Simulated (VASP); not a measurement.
Crystal: Te3Pb4Se.

```
Te Pb Se
1.0
     4.59345    0.00000    0.00000
     0.00000    4.59345    0.00000
     0.00000    0.00000   12.96101
Te Pb Se
3 4 1
Cartesian
  0.0000 0.0000 0.0000
  2.2967 2.2967 3.2522
  2.2967 2.2967 9.7088
  0.0000 0.0000 9.6117
  2.2967 2.2967 0.0000
  0.0000 0.0000 3.3494
  2.2967 2.2967 6.4805
  0.0000 0.0000 6.4805
```

Base run:

```yaml
Program: VASP 6.6.1
Functional: PBE
Potentials_or_basis: VASP PAW PBE potentials, release 64 (Te, Pb_d, Se)
Cutoff: 520 eV
k_mesh: 4 × 4 × 2
Occupations: gaussian, width 0.1 eV
Spin: no spin polarisation
```

Its results: band gap on the k mesh 0.45 eV; pressure -0.1 GPa; largest force 0.011 eV/Å.

Problem. The run is repeated on the same cell with these changes: k mesh from 4 × 4 × 2 to 4 × 4 × 1; further incar settings from ALGO = Normal; EDIFF = 1e-07; NBANDS = 50 to ALGO = Normal; EDIFF = 1e-06; NBANDS = 50. What comes out?

Solution. Band gap on the k mesh 0.44 eV; pressure 0.6 GPa; largest force 0.057 eV/Å.

Caveats: some runs use coarse meshes; spin-orbit coupling is left out, which moves the levels of the heavy elements; an odd mesh through Γ misses points on the zone boundary, where band edges can lie (at least some runs).
